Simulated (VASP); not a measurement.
# SiC (P6_3mc) in VASP: dielectric tensor with PBE

Aim: the dielectric tensor of SiC with PBE.

Program: VASP 6.6.1. These are calculated values, not measurements. Logs are shortened: lines on timing, memory, paths and dates and some standing lists are left out, and cuts for length are marked.

## (1) The cell of the first run

The structure is hexagonal, space group P6_3mc (No. 186). Conventional cell: a = 3.075 Å, b = 3.075 Å, c = 5.048 Å, α = 90.00°, β = 90.00°, γ = 120.00°. Si (site symmetry 3m) has 4 C at 1.88 to 1.90 Å within 2.5 Å. Within 2.5 Å of C (site symmetry 3m) lie 4 Si at 1.88 to 1.90 Å.

## (2) Dielectric tensor, PBE

Input file INCAR:

```
ALGO = Normal
EDIFF = 1E-8
ENCUT = 520
GGA = PE
ISIF = 2
ISMEAR = 0
LASPH = True
LCHARG = False
LEPSILON = True
LREAL = False
LWAVE = False
NELM = 80
PREC = Accurate
SIGMA = 0.01
```

Input file KPOINTS:

```
k-points
0
Gamma
  9 9 4
```

Input file POSCAR:

```
SiC
1.0
    3.0753562471      0.0000000000      0.0000000000
   -1.5376781236      2.6633366356      0.0000000000
    0.0000000000      0.0000000000      5.0481080958
Si C
2 2
Direct
    0.3333333333      0.6666666667     -0.0004084052
    0.6666666667      0.3333333333      0.4995915948
    0.3333333333      0.6666666667      0.3754084052
    0.6666666667      0.3333333333      0.8754084052
```

Potentials or basis: VASP PAW PBE potentials, release 64 (Si, C).

On the command line:

```bash
$ cat potpaw_PBE.64/Si/POTCAR potpaw_PBE.64/C/POTCAR > POTCAR
$ mpirun -np 1 vasp_std > vasp.out
```

OUTCAR:

```text
EDIFF = 1E-8
   ENCUT = 520
   GGA = PE
   ISIF = 2
   ISMEAR = 0
   LASPH = True
   LEPSILON = True
   LREAL = False
   NELM = 80
   PREC = Accurate

 ion  position               nearest neighbor table
   1  0.333  0.667  1.000-   4 1.88   4 1.88   4 1.88   3 1.90   2 3.09   2 3.09   2 3.09   2 3.09
                             2 3.09   2 3.09
   2  0.667  0.333  0.500-   3 1.88   3 1.88   3 1.88   4 1.90   1 3.09   1 3.09   1 3.09   1 3.09
                             1 3.09   1 3.09
   3  0.333  0.667  0.375-   2 1.88   2 1.88   2 1.88   1 1.90
   4  0.667  0.333  0.875-   1 1.88   1 1.88   1 1.88   2 1.90

  LATTYP: Found a hexagonal cell.
 ALAT       =     3.0753562471
 C/A-ratio  =     1.6414710005

  Lattice vectors:

 A1 = (   3.0753562471,   0.0000000000,   0.0000000000)
 A2 = (  -1.5376781236,   2.6633366356,   0.0000000000)
 A3 = (   0.0000000000,   0.0000000000,   5.0481080958)

Analysis of symmetry for initial positions (statically):
=====================================================================
 Subroutine PRICEL returns:
 Original cell was already a primitive cell.

 Routine SETGRP: Setting up the symmetry group for a
 hexagonal supercell.

 Subroutine GETGRP returns: Found 12 space group operations
 (whereof  6 operations were pure point group operations)
 out of a pool of 24 trial point group operations.

The static configuration has the point symmetry C_3v.
 The point group associated with its full space group is C_6v.

Analysis of symmetry for dynamics (positions and initial velocities):
=====================================================================
 Subroutine PRICEL returns:
 Original cell was already a primitive cell.

 Routine SETGRP: Setting up the symmetry group for a
 hexagonal supercell.

 Subroutine GETGRP returns: Found 12 space group operations
 (whereof  6 operations were pure point group operations)
 out of a pool of 24 trial point group operations.

The dynamic configuration has the point symmetry C_3v.
 The point group associated with its full space group is C_6v.

 Subroutine INISYM returns: Found 12 space group operations
 (whereof  6 operations are pure point group operations),
 and found     1 'primitive' translations

----------------------------------------------------------------------------------------

                                     Primitive cell

  volume of cell :      41.3476

  direct lattice vectors                    reciprocal lattice vectors
     3.075356247  0.000000000  0.000000000     0.325165581  0.187734436  0.000000000
    -1.537678124  2.663336636  0.000000000     0.000000000  0.375468871  0.000000000
     0.000000000  0.000000000  5.048108096     0.000000000  0.000000000  0.198094015

  length of vectors
     3.075356247  3.075356247  5.048108096     0.375468871  0.375468871  0.198094015

  position of ions in fractional coordinates (direct lattice)
     0.333333333  0.666666667  0.999591595
     0.666666667  0.333333333  0.499591595
     0.333333333  0.666666667  0.375408405
     0.666666667  0.333333333  0.875408405

  ion indices of the primitive-cell ions
   primitive index   ion index
                 1           1
                 2           2
                 3           3
                 4           4

----------------------------------------------------------------------------------------

 KPOINTS: k-points

Automatic generation of k-mesh.
 Grid dimensions read from file:
 generate k-points for:    9    9    4

 Generating k-lattice:

  Cartesian coordinates                     Fractional coordinates (reciprocal lattice)
     0.036129509  0.020859382  0.000000000     0.111111111 -0.000000000  0.000000000
     0.000000000  0.041718763  0.000000000     0.000000000  0.111111111  0.000000000
     0.000000000  0.000000000  0.049523504     0.000000000  0.000000000  0.250000000

  Length of vectors
     0.041718763  0.041718763  0.049523504

  Shift w.r.t. Gamma in fractional coordinates (k-lattice)
     0.000000000  0.000000000  0.000000000

 Subroutine IBZKPT returns following result:
 ===========================================

 Found     36 irreducible k-points:
[... 47 lines left out ...]
   LREAL  =      F    real-space projection
   EDIFFG = 0.1E-06   stopping-criterion for IOM
   NSW    =      0    number of steps for IOM
   IBRION =     -1    ionic relax: 0-MD 1-quasi-New 2-CG
   NFREE  =      0    steps in history (QN), initial steepest desc. (CG)
   ISIF   =      2    stress and relaxation
   ISYM   =      2    0-nonsym 1-usesym 2-fastsym
   POTIM  = 0.5000    time-step for ionic-motion
   TEBEG  =    0.0;   TEEND  =   0.0 temperature during run
   PSTRESS=    0.0 pullay stress
   NELECT =      16.0000    total number of electrons
   NUPDOWN=      -1.0000    fix difference up-down
   EMIN   =  10.00;   EMAX   =-10.00  energy-range for DOS
   EFERMI =   0.00;   METHOD = LEGACY
   ISMEAR =     0;   SIGMA  =   0.01  broadening in eV -4-tet -1-fermi 0-gaus
   EFERMI_NEDOS =   21; number of points for ismear=-14 and -15
   IALGO  =     38    algorithm
   IMIX   =      4    mixing-type and parameters
     AMIX     =   0.40;   BMIX     =  1.00
     AMIX_MAG =   1.60;   BMIX_MAG =  1.00
  volume/ion in A,a.u.               =      10.34        69.76
  Fermi-wavevector in a.u.,A,eV,Ry     =   1.192975  2.254396 19.363676  1.423190
  Thomas-Fermi vector in A             =   2.329001
   LORBIT       =      0    0 simple, 1 ext, 2 COOP (PROOUT), +10 PAW based schemes
   GGA     = PE    functional components
   LHFCALC =     F    Hartree Fock is set to
   AEXX    =    0.0000 exact exchange contribution
   IVDW    =     0    specifies the selected vdW correction
   LEPSILON=     T    determine dielectric tensor
   LRPA    =     F    only Hartree local field effects (RPA)
 non-spin polarized calculation
 Gauss-broadening in eV      SIGMA  =   0.01
  energy-cutoff  :      520.00
  volume of cell :       41.35
 maximum number of plane-waves:      1124
 NGX is ok and might be reduce to    24
   NGX = 11   NGY = 11   NGZ = 19

--------------------------------------- Ionic step        1  -------------------------------------------

 number of electron      16.0000000 magnetization

 E-fermi :   8.3479     XC(G=0): -11.3520

 val. band max:        8.2644935298   @ k =   0.0000   0.0000   0.0000
 cond. band min:      10.5380569743   @ k =   0.3333   0.3333   0.0000
 fundamental gap:      2.2735634444
 Fermi energy:         8.3478612824

 k-point     1 :       0.0000    0.0000    0.0000
  band No.  band energies     occupation
      1      -7.3082      2.00000
      2      -3.7417      2.00000
      3      -0.4360      2.00000
      4       6.9484      2.00000
      5       6.9484      2.00000
      6       8.1517      2.00000
      7       8.2645      2.00000
      8       8.2645      2.00000
      9      13.0745      0.00000
     10      14.4750      0.00000
     11      14.9338      0.00000
     12      14.9338      0.00000
[... 331 lines left out ...]
 k-point    24 :       0.3333    0.3333    0.2500
  band No.  band energies     occupation
      1      -2.6748      2.00000
      2      -2.6748      2.00000
      3       1.1281      2.00000
      4       1.1281      2.00000
      5       1.8123      2.00000
      6       3.7555      2.00000
      7       5.4500      2.00000
      8       5.4500      2.00000
      9      11.7621      0.00000
     10      14.8371      0.00000
     11      14.8371      0.00000
     12      16.0948      0.00000

 [... further k-points ...]

  FORCE on cell =-STRESS in cart. coord.  units (eV):
  Direction    XX          YY          ZZ          XY          YZ          ZX
  --------------------------------------------------------------------------------------
  -------------------------------------------------------------------------------------
  Total        0.9081153      0.9081153      0.8572024     -0.0000000      0.0000000     -0.0000000
  in kB       35.1885550     35.1885550     33.2157332     -0.0000000      0.0000000     -0.0000000
  external PRESSURE =      34.5309477 kB  Pullay stress =       0.0000000 kB

 VOLUME and BASIS-vectors are now :
 -----------------------------------------------------------------------------
  energy-cutoff  :      520.00
  volume of cell :       41.35
      direct lattice vectors                 reciprocal lattice vectors
     3.075356247  0.000000000  0.000000000     0.325165581  0.187734436  0.000000000
    -1.537678124  2.663336636  0.000000000     0.000000000  0.375468871  0.000000000
     0.000000000  0.000000000  5.048108096     0.000000000  0.000000000  0.198094015

 POSITION                                       TOTAL-FORCE (eV/Angst)
 -----------------------------------------------------------------------------------
     -0.00000      1.77556      5.04605        -0.000000      0.000000      0.001675
      1.53768      0.88778      2.52199         0.000000     -0.000000      0.001675
     -0.00000      1.77556      1.89510         0.000000     -0.000000     -0.001675
      1.53768      0.88778      4.41916        -0.000000      0.000000     -0.001675
 -----------------------------------------------------------------------------------
    total drift:                               -0.000000      0.000000     -0.000088

  FREE ENERGIE OF THE ION-ELECTRON SYSTEM (eV)
  ---------------------------------------------------
  free  energy   TOTEN  =       -30.1032557113 eV

  energy  without entropy=      -30.1032557113  energy(sigma->0) =      -30.10325571

 HEAD OF MICROSCOPIC STATIC DIELECTRIC TENSOR (INDEPENDENT PARTICLE, excluding Hartree and local field effects)
 ------------------------------------------------------
           7.206497    -0.000000     0.000000
          -0.000000     7.206497     0.000000
          -0.000000     0.000000     7.439828
 ------------------------------------------------------

 Free energy of the ion-electron system (eV)
  ---------------------------------------------------
  ---------------------------------------------------
  free energy    TOTEN  =        -0.73451029 eV

  energy without entropy =       -0.73451029

------------------------ aborting loop because EDIFF is reached ----------------------------------------

--------------------------------------- Ionic step        2  -------------------------------------------

------------------------ aborting loop because EDIFF is reached ----------------------------------------

--------------------------------------- Ionic step        3  -------------------------------------------

 Free energy of the ion-electron system (eV)
  ---------------------------------------------------
  ---------------------------------------------------
  free energy    TOTEN  =        -0.76344373 eV

  energy without entropy =       -0.76344373

------------------------ aborting loop because EDIFF is reached ----------------------------------------

 PIEZOELECTRIC TENSOR FIELD DIRECTION 3  (e Angst)
 -----------------------------------------------------------------------------
     1.22114 -0.00000  0.00000           (  0.06220 -0.00000  0.00000)
    -0.00000  1.22114 -0.00000           ( -0.00000  0.06220 -0.00000)
     0.00000 -0.00000 -2.11327           (  0.00000 -0.00000 -0.11920)

 PIEZOELECTRIC TENSOR FIELD DIRECTION 3  (C/m^2)
 -----------------------------------------------------------------------------
     0.47318 -0.00000  0.00000
    -0.00000  0.47318 -0.00000
     0.00000 -0.00000 -0.81887

 MACROSCOPIC STATIC DIELECTRIC TENSOR (including local field effects in DFT)
 ------------------------------------------------------
           6.964296    -0.000000     0.000000
          -0.000000     6.964296     0.000000
           0.000000     0.000000     7.212264
 ------------------------------------------------------

 PIEZOELECTRIC TENSOR (including local field effects)  for field in x, y, z        (e  Angst)
          XX          YY          ZZ          XY          YZ          ZX
  --------------------------------------------------------------------------------
  x     0.00000     0.00000     0.00000     0.00000    -0.00000     1.53099
  y    -0.00000     0.00000     0.00000    -0.00000     1.53099    -0.00000
  z     1.22114     1.22114    -2.11327    -0.00000     0.00000     0.00000

 PIEZOELECTRIC TENSOR (including local field effects)  for field in x, y, z        (C/m^2)
          XX          YY          ZZ          XY          YZ          ZX
  --------------------------------------------------------------------------------
  x     0.00000     0.00000     0.00000     0.00000    -0.00000     0.59324
  y    -0.00000     0.00000     0.00000    -0.00000     0.59324    -0.00000
  z     0.47318     0.47318    -0.81887    -0.00000     0.00000     0.00000

 BORN EFFECTIVE CHARGES (including local field effects) (in |e|, cummulative output)
 ---------------------------------------------------------------------------------
 ion    1
    1     2.65982    -0.00000     0.00000
    2    -0.00000     2.65982     0.00000
    3     0.00000     0.00000     2.85427
 ion    2
    1     2.65982    -0.00000     0.00000
    2    -0.00000     2.65982     0.00000
    3     0.00000     0.00000     2.85427
 ion    3
    1    -2.65982     0.00000     0.00000
    2     0.00000    -2.65982     0.00000
    3     0.00000    -0.00000    -2.85427
 ion    4
    1    -2.65982     0.00000     0.00000
    2     0.00000    -2.65982     0.00000
    3    -0.00000     0.00000    -2.85427
```

Wall time 5 min (1 thread of Intel Xeon 8259CL, shared host); peak memory 0.25 GiB.

What came out:

| Item | Value |
| --- | --- |
| Band gap on the k mesh | 2.27 eV, indirect (least direct gap 4.01 eV) |
| Electronic dielectric tensor (diagonal) | 6.96, 6.96, 7.21 |
| Born charges (mean of the diagonal) | Si +2.72; C -2.72 e |

Electronic dielectric tensor:
```
6.96 0.00 0.00
0.00 6.96 0.00
0.00 0.00 7.21
```

Born effective charge tensors (e):
atom 1, Si
```
2.66 0.00 0.00
0.00 2.66 0.00
0.00 0.00 2.85
```
atom 2, Si
```
2.66 0.00 0.00
0.00 2.66 0.00
0.00 0.00 2.85
```
atom 3, C
```
-2.66  0.00  0.00
 0.00 -2.66  0.00
 0.00  0.00 -2.85
```
atom 4, C
```
-2.66  0.00  0.00
 0.00 -2.66  0.00
 0.00  0.00 -2.85
```
